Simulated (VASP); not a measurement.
# K (I4/mmm) in VASP: further runs

K is run at these levels: PBE; tasks: single point.

Everything below comes from runs of VASP 6.6.1. Logs are shortened: lines on timing, memory, paths and dates and some standing lists are left out, and cuts for length are marked.

## 1. The cell of the first run

It takes space group I4/mmm (No. 139, tetragonal). The conventional cell has a = 4.974 Å, b = 4.974 Å, c = 5.236 Å, α = 90.00°, β = 90.00°, γ = 90.00°. K (site symmetry 4/mmm) has 14 K at 4.38 to 5.24 Å within 5.8 Å.

## 2. Single point, PBE (strain -0.050 along x and y, +0.000 along z)

Contents of INCAR:

```
ALGO     = Normal         # electronic algorithm
EDIFF    = 1E-7           # SCF threshold, eV
ENCUT    = 520            # plane-wave cutoff, eV
GGA      = PE             # functional
ISIF     = 2              # what is computed and relaxed
ISMEAR   = 0              # smearing method
LASPH    = T              # aspherical terms in the spheres
LCHARG   = F              # write CHGCAR
LREAL    = F              # projectors in reciprocal space
LWAVE    = F              # write WAVECAR
NBANDS   = 10             # bands
NELM     = 100            # most SCF steps
PREC     = Accurate       # precision mode
SIGMA    = 0.15           # smearing width, eV
```

Contents of KPOINTS:

```
k-points
0
Gamma
  14 14 14
```

Contents of POSCAR:

```
K
1.0
   -2.4871000000      2.4871000000      2.6180000000
    2.4871000000     -2.4871000000      2.6180000000
    2.4871000000      2.4871000000     -2.6180000000
K
1
Direct
    0.0000000000      0.0000000000      0.0000000000
```

Potentials or basis: VASP PAW PBE potentials, release 64 (K_sv).

On the command line:

```bash
> cat potpaw_PBE.64/K_sv/POTCAR > POTCAR
> mpirun -np 1 vasp_std > vasp.out
```

OUTCAR:

```text
EDIFF = 1E-7
   ENCUT = 520
   GGA = PE
   ISIF = 2
   ISMEAR = 0
   LASPH = T
   LREAL = F
   NELM = 100
   PREC = Accurate

 ion  position               nearest neighbor table
   1  0.000  0.000  0.000-

  LATTYP: Found a body centered tetragonal cell.
 ALAT       =     4.9742000000
 C/A-ratio  =     1.0526315789

  Lattice vectors:

 A1 = (  -2.4871000000,   2.4871000000,   2.6180000000)
 A2 = (   2.4871000000,  -2.4871000000,   2.6180000000)
 A3 = (   2.4871000000,   2.4871000000,  -2.6180000000)

Analysis of symmetry for initial positions (statically):
=====================================================================
 Subroutine PRICEL returns:
 Original cell was already a primitive cell.

 Routine SETGRP: Setting up the symmetry group for a
 body centered tetragonal supercell.

 Subroutine GETGRP returns: Found 16 space group operations
 (whereof 16 operations were pure point group operations)
 out of a pool of 16 trial point group operations.

The static configuration has the point symmetry D_4h.

Analysis of symmetry for dynamics (positions and initial velocities):
=====================================================================
 Subroutine PRICEL returns:
 Original cell was already a primitive cell.

 Routine SETGRP: Setting up the symmetry group for a
 body centered tetragonal supercell.

 Subroutine GETGRP returns: Found 16 space group operations
 (whereof 16 operations were pure point group operations)
 out of a pool of 16 trial point group operations.

The dynamic configuration has the point symmetry D_4h.

 Subroutine INISYM returns: Found 16 space group operations
 (whereof 16 operations are pure point group operations),
 and found     1 'primitive' translations

----------------------------------------------------------------------------------------

                                     Primitive cell

  volume of cell :      64.7763

  direct lattice vectors                    reciprocal lattice vectors
    -2.487100000  2.487100000  2.618000000     0.000000000  0.201037353  0.190985485
     2.487100000 -2.487100000  2.618000000     0.201037353  0.000000000  0.190985485
     2.487100000  2.487100000 -2.618000000     0.201037353  0.201037353  0.000000000

  length of vectors
     4.384661540  4.384661540  4.384661540     0.277293117  0.277293117  0.284309751

  position of ions in fractional coordinates (direct lattice)
     0.000000000  0.000000000  0.000000000

  ion indices of the primitive-cell ions
   primitive index   ion index
                 1           1

----------------------------------------------------------------------------------------

 KPOINTS: k-points

Automatic generation of k-mesh.
 Grid dimensions read from file:
 generate k-points for:   14   14   14

 Generating k-lattice:

  Cartesian coordinates                     Fractional coordinates (reciprocal lattice)
     0.000000000  0.014359811  0.013641820     0.071428571  0.000000000  0.000000000
     0.014359811  0.000000000  0.013641820     0.000000000  0.071428571  0.000000000
     0.014359811  0.014359811  0.000000000     0.000000000  0.000000000  0.071428571

  Length of vectors
     0.019806651  0.019806651  0.020307839

  Shift w.r.t. Gamma in fractional coordinates (k-lattice)
     0.000000000  0.000000000  0.000000000

 Subroutine IBZKPT returns following result:
 ===========================================

 Found    244 irreducible k-points:

 Following reciprocal coordinates:
            Coordinates               Weight
  0.000000  0.000000  0.000000      1.000000
  0.071429 -0.000000  0.000000      8.000000
  0.142857 -0.000000  0.000000      8.000000
  0.214286 -0.000000  0.000000      8.000000
  0.285714 -0.000000  0.000000      8.000000
  0.357143 -0.000000  0.000000      8.000000
[... 16 lines left out ...]
  0.214286  0.142857  0.000000     16.000000
  0.285714  0.142857  0.000000     16.000000
 [... further k-points ...]
   k-points           NKPTS =    244   k-points in BZ     NKDIM =    244   number of bands    NBANDS=     10
   number of dos      NEDOS =    301   number of ions     NIONS =      1
   total plane-waves  NPLWV =  46656
   dimension x,y,z NGX =    36 NGY =   36 NGZ =   36
   dimension x,y,z NGXF=    72 NGYF=   72 NGZF=   72
   ions per type =               1
   NGX,Y,Z   is equivalent  to a cutoff of  13.65, 13.65, 13.65 a.u.
   NGXF,Y,Z  is equivalent  to a cutoff of  27.30, 27.30, 27.30 a.u.
 SYSTEM =  unknown system
   PREC   = accura    normal or accurate (medium, high low for compatibility)
   ISTART =      0    job   : 0-new  1-cont  2-samecut
   ICHARG =      2    charge: 1-file 2-atom 10-const
   ISPIN  =      1    spin polarized calculation?
   LNONCOLLINEAR =      F non collinear calculations
   LSORBIT =      F    spin-orbit coupling
   LASPH  =      T    aspherical Exc in radial PAW
   ENCUT  =  520.0 eV  38.22 Ry    6.18 a.u.   8.15  8.15  8.15*2*pi/ulx,y,z
   NELM   =    100;   NELMIN=  2; NELMDL= -5     # of ELM steps
   EDIFF  = 0.1E-06   stopping-criterion for ELM
   LREAL  =      F    real-space projection
   EDIFFG = 0.1E-05   stopping-criterion for IOM
   NSW    =      0    number of steps for IOM
   IBRION =     -1    ionic relax: 0-MD 1-quasi-New 2-CG
   NFREE  =      0    steps in history (QN), initial steepest desc. (CG)
   ISIF   =      2    stress and relaxation
   ISYM   =      2    0-nonsym 1-usesym 2-fastsym
   POTIM  = 0.5000    time-step for ionic-motion
   TEBEG  =    0.0;   TEEND  =   0.0 temperature during run
   PSTRESS=    0.0 pullay stress
   NELECT =       9.0000    total number of electrons
   NUPDOWN=      -1.0000    fix difference up-down
   EMIN   =  10.00;   EMAX   =-10.00  energy-range for DOS
   EFERMI =   0.00;   METHOD = LEGACY
   ISMEAR =     0;   SIGMA  =   0.15  broadening in eV -4-tet -1-fermi 0-gaus
   EFERMI_NEDOS =   21; number of points for ismear=-14 and -15
   IALGO  =     38    algorithm
   IMIX   =      4    mixing-type and parameters
     AMIX     =   0.40;   BMIX     =  1.00
     AMIX_MAG =   1.60;   BMIX_MAG =  1.00
  volume/ion in A,a.u.               =      64.78       437.13
  Fermi-wavevector in a.u.,A,eV,Ry     =   0.847911  1.602320  9.781951  0.718953
  Thomas-Fermi vector in A             =   1.963492
   LORBIT       =      0    0 simple, 1 ext, 2 COOP (PROOUT), +10 PAW based schemes
   GGA     = PE    functional components
   LHFCALC =     F    Hartree Fock is set to
   AEXX    =    0.0000 exact exchange contribution
   IVDW    =     0    specifies the selected vdW correction
   LEPSILON=     F    determine dielectric tensor
   LRPA    =     F    only Hartree local field effects (RPA)
 non-spin polarized calculation
 Gauss-broadening in eV      SIGMA  =   0.15
  energy-cutoff  :      520.00
  volume of cell :       64.78
 maximum number of plane-waves:      1766
 NGX is ok and might be reduce to    36
   NGX = 17   NGY = 17   NGZ = 17

 number of electron       9.0000000 magnetization

 Free energy of the ion-electron system (eV)
  ---------------------------------------------------
  ext. energy  EPLUGINS =         0.00000000
  ---------------------------------------------------
  free energy    TOTEN  =        -1.03613388 eV

  energy without entropy =       -1.02768397  energy(sigma->0) =       -1.03190893

 E-fermi :   0.1817     XC(G=0):  -5.9671

 val. band max:        0.1772517762   @ k =   0.3571   0.0714   0.0714
 cond. band min:       0.1877605622   @ k =   0.5000   0.2143   0.0000
 fundamental gap:      0.0105087860
 Fermi energy:         0.1816550056

 k-point     1 :       0.0000    0.0000    0.0000
  band No.  band energies     occupation
      1     -31.8866      2.00000
      2     -15.3246      2.00000
      3     -15.3246      2.00000
      4     -15.3240      2.00000
      5      -2.1622      2.00000
      6       4.5131      0.00000
      7       4.5131      0.00000
      8       4.7773      0.00000
      9       5.4023      0.00000
     10       5.7590      0.00000

 k-point     2 :       0.0714   -0.0000    0.0000
  band No.  band energies     occupation
      1     -31.8862      2.00000
      2     -15.3297      2.00000
      3     -15.3262      2.00000
      4     -15.3243      2.00000
      5      -2.0927      2.00000
      6       4.4237      0.00000
      7       4.4892      0.00000
      8       4.7750      0.00000
      9       5.3021      0.00000
     10       5.7072      0.00000

 k-point     3 :       0.1429   -0.0000    0.0000
  band No.  band energies     occupation
      1     -31.8852      2.00000
      2     -15.3446      2.00000
      3     -15.3308      2.00000
      4     -15.3242      2.00000
      5      -1.8869      2.00000
      6       4.0628      0.00000
      7       4.3286      0.00000
      8       4.8991      0.00000
      9       5.2089      0.00000
     10       5.6343      0.00000

 k-point     4 :       0.2143   -0.0000    0.0000
  band No.  band energies     occupation
      1     -31.8837      2.00000
      2     -15.3660      2.00000
      3     -15.3374      2.00000
      4     -15.3241      2.00000
      5      -1.5530      2.00000
      6       3.4756      0.00000
      7       4.0824      0.00000
      8       5.1754      0.00000
      9       5.2580      0.00000
     10       5.6009      0.00000

 k-point     5 :       0.2857   -0.0000    0.0000
  band No.  band energies     occupation
      1     -31.8821      2.00000
      2     -15.3896      2.00000
      3     -15.3447      2.00000
      4     -15.3239      2.00000
      5      -1.1045      2.00000
      6       2.8137      0.00000
      7       3.8418      0.00000
      8       5.3312      0.00000
      9       5.5690      0.00000
     10       5.6447      0.00000

 k-point     6 :       0.3571   -0.0000    0.0000
  band No.  band energies     occupation
      1     -31.8806      2.00000
      2     -15.4106      2.00000
      3     -15.3513      2.00000
      4     -15.3238      2.00000
      5      -0.5604      2.00000
      6       2.1330      0.00000
      7       3.6502      0.00000
      8       5.3269      0.00000
      9       5.7796      0.00000
     10       6.0627      0.00000
[... 183 lines left out ...]
 k-point    21 :      -0.0714    0.0714    0.0000
  band No.  band energies     occupation
      1     -31.8862      2.00000
      2     -15.3299      2.00000
      3     -15.3259      2.00000
      4     -15.3248      2.00000
      5      -2.0891      2.00000
      6       4.4101      0.00000
      7       4.5707      0.00000
      8       4.6752      0.00000
      9       5.3929      0.00000
     10       5.6203      0.00000

 k-point    22 :       0.1429    0.1429    0.0000
  band No.  band energies     occupation
      1     -31.8830      2.00000
      2     -15.3743      2.00000
      3     -15.3391      2.00000
      4     -15.3278      2.00000
      5      -1.3703      2.00000
      6       3.3596      0.00000
      7       3.7784      0.00000
      8       5.1278      0.00000
      9       5.2979      0.00000
     10       5.8596      0.00000

 k-point    23 :       0.2143    0.1429    0.0000
  band No.  band energies     occupation
      1     -31.8815      2.00000
      2     -15.3923      2.00000
      3     -15.3476      2.00000
      4     -15.3290      2.00000
      5      -0.9346      2.00000
      6       2.8358      0.00000
      7       3.4868      0.00000
      8       5.2156      0.00000
      9       5.5251      0.00000
     10       5.9418      0.00000

 k-point    24 :       0.2857    0.1429    0.0000
  band No.  band energies     occupation
      1     -31.8801      2.00000
      2     -15.4081      2.00000
      3     -15.3562      2.00000
      4     -15.3296      2.00000
      5      -0.4026      2.00000
      6       2.2367      0.00000
      7       3.2795      0.00000
      8       5.2144      0.00000
      9       5.6918      0.00000
     10       6.1289      0.00000

 [... further k-points ...]
[... 5 lines left out ...]
  --------------------------------------------------------------------------------------
  -------------------------------------------------------------------------------------
  Total        0.2417302      0.2417302      0.2261152      0.0000000     -0.0000000      0.0000000
  in kB        5.9789553      5.9789553      5.5927336      0.0000000     -0.0000000      0.0000000
  external PRESSURE =       5.8502148 kB  Pullay stress =       0.0000000 kB

 VOLUME and BASIS-vectors are now :
 -----------------------------------------------------------------------------
  energy-cutoff  :      520.00
  volume of cell :       64.78
      direct lattice vectors                 reciprocal lattice vectors
    -2.487100000  2.487100000  2.618000000     0.000000000  0.201037353  0.190985485
     2.487100000 -2.487100000  2.618000000     0.201037353  0.000000000  0.190985485
     2.487100000  2.487100000 -2.618000000     0.201037353  0.201037353  0.000000000

 POSITION                                       TOTAL-FORCE (eV/Angst)
 -----------------------------------------------------------------------------------
      0.00000      0.00000      0.00000        -0.000000     -0.000000     -0.000000
 -----------------------------------------------------------------------------------
    total drift:                               -0.000000      0.000000      0.000000

  FREE ENERGIE OF THE ION-ELECTRON SYSTEM (eV)
  ---------------------------------------------------
  free  energy   TOTEN  =        -1.0361338796 eV

  energy  without entropy=       -1.0276839747  energy(sigma->0) =       -1.03190893
```

Run time: 54 s. Hardware: 1 thread of Intel Xeon 6975P-C (Granite Rapids), shared host; peak memory 0.3 GiB.

Results:

```yaml
Free_energy: -1.0361 eV
Pressure: 0.6 GPa
Band_gap_on_the_k_mesh: zero (an odd number of electrons rules out a gap without spin polarisation)
```

Levels at points of the mesh, in eV from the Fermi level:
| k point | band 1 | band 2 | band 3 | band 4 | band 5 | band 6 | band 7 | band 8 | band 9 |
| --- | --- | --- | --- | --- | --- | --- | --- | --- | --- |
| (0.00, 0.00, 0.00) | -32.07 | -15.51 | -15.51 | -15.51 | -2.34 | 4.33 | 4.33 | 4.60 | 5.22 |
| (0.50, 0.00, 0.00) | -32.06 | -15.61 | -15.54 | -15.51 | 0.40 | 0.72 | 3.31 | 5.03 | 5.95 |
| (0.50, 0.50, 0.00) | -32.06 | -15.61 | -15.54 | -15.51 | 0.50 | 0.86 | 3.00 | 5.30 | 6.09 |
| (0.50, 0.50, 0.50) | -32.06 | -15.59 | -15.58 | -15.58 | 1.50 | 1.69 | 3.43 | 4.05 | 4.05 |

Caveat: the cell differs from its parent crystal (strain -0.050 along x and y, +0.000 along z).

## 3. Single point, PBE (strain +0.000 along x and y, +0.050 along z)

Contents of INCAR:

```
SYSTEM = K
  ALGO = Normal
  EDIFF = 1E-6
  ENCUT = 520
  GGA = PE
  ISIF = 2
  ISMEAR = 0
  LASPH = .TRUE.
  LCHARG = .FALSE.
  LREAL = .FALSE.
  LWAVE = .FALSE.
  NBANDS = 10
  NELM = 100
  PREC = Accurate
  SIGMA = 0.15
```

Contents of KPOINTS:

```
k-points
0
G
  14 14 14
  0 0 0
```

Contents of POSCAR:

```
K
1.0
   -2.6180000000      2.6180000000      2.7489000000
    2.6180000000     -2.6180000000      2.7489000000
    2.6180000000      2.6180000000     -2.7489000000
K
1
Direct
    0.0000000000      0.0000000000      0.0000000000
```

Potentials or basis: VASP PAW PBE potentials, release 64 (K_sv).

On the command line:

```bash
> cat potpaw_PBE.64/K_sv/POTCAR > POTCAR
> mpirun -np 1 vasp_std > vasp.out
```

Wall time 46 s (1 thread of Intel Xeon 6975P-C (Granite Rapids), shared host); peak memory 0.32 GiB.

The run converged. Its results:

```
Free energy            : -1.0512 eV
Pressure               : -0.1 GPa
Band gap on the k mesh : zero (an odd number of electrons rules out a gap without spin polarisation)
```

Levels at points of the mesh, in eV from the Fermi level:
| k point | band 1 | band 2 | band 3 | band 4 | band 5 | band 6 | band 7 | band 8 |
| --- | --- | --- | --- | --- | --- | --- | --- | --- |
| (0.00, 0.00, 0.00) | -32.15 | -15.60 | -15.60 | -15.60 | -2.12 | 4.20 | 4.20 | 4.43 |
| (0.50, 0.00, 0.00) | -32.15 | -15.66 | -15.62 | -15.60 | 0.41 | 0.64 | 3.25 | 4.74 |
| (0.50, 0.50, 0.00) | -32.15 | -15.66 | -15.62 | -15.60 | 0.51 | 0.76 | 2.98 | 4.92 |
| (0.50, 0.50, 0.50) | -32.14 | -15.65 | -15.64 | -15.64 | 1.60 | 1.76 | 3.06 | 3.59 |

Caveat: the cell differs from its parent crystal (strain +0.000 along x and y, +0.050 along z).

## 4. Single point, PBE (strain -0.050 along x and y, +0.050 along z)

Contents of INCAR:

```
ALGO = Normal
EDIFF = 1E-7
ENCUT = 520
GGA = PE
ISIF = 2
ISMEAR = 0
LASPH = T
LCHARG = F
LREAL = F
LWAVE = F
NBANDS = 10
NELM = 100
PREC = Accurate
SIGMA = 0.15
```

Contents of KPOINTS:

```
k-points
0
Gamma
  14 14 14
```

Contents of POSCAR:

```
K
1.0
   -2.4871000000      2.4871000000      2.7489000000
    2.4871000000     -2.4871000000      2.7489000000
    2.4871000000      2.4871000000     -2.7489000000
K
1
Direct
    0.0000000000      0.0000000000      0.0000000000
```

On the command line:

```bash
> cat potpaw_PBE.64/K_sv/POTCAR > POTCAR
> mpirun -np 1 vasp_std > vasp.out
```

Run time: 54 s. Hardware: 1 thread of Intel Xeon 6975P-C (Granite Rapids), shared host; peak memory 0.31 GiB.

Results (log left out):

- Free energy: -1.0452 eV
- Pressure: 0.3 GPa
- Band gap on the k mesh: zero (an odd number of electrons rules out a gap without spin polarisation)

Levels at points of the mesh, in eV from the Fermi level:
| k point | band 2 | band 3 | band 4 | band 5 | band 6 | band 7 | band 8 | band 9 |
| --- | --- | --- | --- | --- | --- | --- | --- | --- |
| (0.00, 0.00, 0.00) | -15.53 | -15.53 | -15.53 | -2.27 | 4.24 | 4.24 | 4.72 | 4.99 |
| (0.50, 0.00, 0.00) | -15.62 | -15.56 | -15.53 | 0.38 | 0.65 | 3.40 | 4.81 | 5.89 |
| (0.50, 0.50, 0.00) | -15.62 | -15.57 | -15.54 | 0.57 | 0.92 | 2.84 | 5.32 | 5.81 |
| (0.50, 0.50, 0.50) | -15.61 | -15.59 | -15.59 | 1.44 | 1.81 | 2.95 | 4.10 | 4.10 |

Caveat: the cell differs from its parent crystal (strain -0.050 along x and y, +0.050 along z).

## 5. Overview

```tsv
cell	gap on the mesh (eV)	pressure (GPa)
a = 4.385 Å, angles 110.9, 110.9, 106.7°, 1 atom	none	0.6
a = 4.611 Å, angles 110.8, 110.8, 106.8°, 1 atom	none	-0.1
a = 4.464 Å, angles 112.3, 112.3, 104.0°, 1 atom	none	0.3
```

Alike in all rows: task single point; level PBE; potentials or basis VASP PAW PBE potentials, release 64 (K_sv); no spin polarisation; k mesh 14 × 14 × 14; cutoff (eV) 520; smearing gaussian 0.15 eV.

Total energies depend on the potentials used, so only differences within one code and one set of settings carry meaning.

The gap in the log of VASP goes by the Fermi energy; the results here count the filled bands.